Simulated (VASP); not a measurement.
A run of VASP 6.6.1:

The input INCAR:

```
ALGO = Normal ; EDIFF = 1E-7
ENCUT = 520 ; GGA = RE
ISIF = 2 ; ISMEAR = -1
ISYM = 0 ; LASPH = True
LCHARG = True ; LELF = True
LREAL = False ; LVHAR = True
LWAVE = False ; NBANDS = 42
NELM = 100 ; PREC = Accurate
SIGMA = 0.1
```

File KPOINTS:

```
k-points
0
Gamma
  3 3 2
```

The input POSCAR:

```
Na3Sb2
1.0
    4.3582990000      4.4632560000      0.0000000000
    4.3582990000     -4.4632560000      0.0000000000
    2.3020710000      0.0000000000     -8.4671830000
Sb Na
4 6
Direct
    0.8777000000      0.3134400000      0.8396000000
    0.6865600000      0.1223000000      0.6604000000
    0.1223000000      0.6865600000      0.1604000000
    0.3134400000      0.8777000000      0.3396000000
    0.7592100000      0.6642900000      0.5148400000
    0.3357100000      0.2407900000      0.9851600000
    0.2407900000      0.3357100000      0.4851600000
    0.6642900000      0.7592100000      0.0148400000
    0.1606300000      0.8393700000      0.7500000000
    0.8393700000      0.1606300000      0.2500000000
```

Potentials or basis: VASP PAW PBE potentials, release 64 (Sb, Na_pv).

Run with:

```console
$ cat potpaw_PBE.64/Sb/POTCAR potpaw_PBE.64/Na_pv/POTCAR > POTCAR
$ mpirun -np 1 vasp_std > vasp.out
```

Hardware: 1 thread of Intel(R) Xeon(R) Platinum 8259CL CPU @ 2.50GHz (Skylake/Cascade Lake), on a shared host.

**Question.** How long does it take, and how much memory?

**Answer.** It took 2.6 min on 1 thread of Intel(R) Xeon(R) Platinum 8259CL CPU @ 2.50GHz (Skylake/Cascade Lake), on a shared host, peak memory 0.42 GiB. Counts: scf iterations 15, k points 10.
